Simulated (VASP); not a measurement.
A run of VASP 6.6.1 is set up as follows.

File INCAR:

```
SYSTEM = LiPt2
PREC = Accurate
ENCUT = 520
EDIFF = 1E-6
ISMEAR = 1
SIGMA = 0.1
LREAL = .False.
LASPH = .True.
NELM = 60
ALGO = Normal
ISIF = 2
LWAVE = .False.
LCHARG = .True.
GGA = PS
IVDW = 12
LELF = .True.
LVHAR = .True.
NBANDS = 32
```

Contents of KPOINTS:

```
regular mesh
0
Gamma
  5 5 5
  0 0 0
```

Contents of POSCAR:

```
LiPt2
1.0
    0.0000000000      3.8000000000      3.8000000000
    3.8000000000      0.0000000000      3.8000000000
    3.8000000000      3.8000000000      0.0000000000
Li Pt
2 4
Direct
    0.0000000000      0.0000000000      0.0000000000
    0.2500000000      0.2500000000      0.2500000000
    0.6315789474      0.6315789474      0.6184210526
    0.1250000000      0.6250000000      0.6250000000
    0.6250000000      0.6250000000      0.1250000000
    0.6250000000      0.1250000000      0.6250000000
```

Potentials or basis: VASP PAW PBE potentials, release 64 (Li_sv, Pt).

Run with:

```console
$ cat potpaw_PBE.64/Li_sv/POTCAR potpaw_PBE.64/Pt/POTCAR > POTCAR
$ mpirun -np 1 vasp_std > vasp.out
```

**Question.** What does it give for the largest force?

**Answer.** 0.442 eV/Å.

**Question.** What does it give for the dispersion energy per atom?

**Answer.** -0.424 eV.

Forces on the atoms (eV/Å):
```
Li  -0.004 -0.004  0.004
Li  -0.004 -0.004  0.002
Pt  -0.203 -0.203 -0.336
Pt  -0.045  0.211  0.170
Pt   0.045  0.045 -0.009
Pt   0.211 -0.045  0.170
```

Caveat: the PAW data sets were made with another functional, which shifts forces and pressure a little.
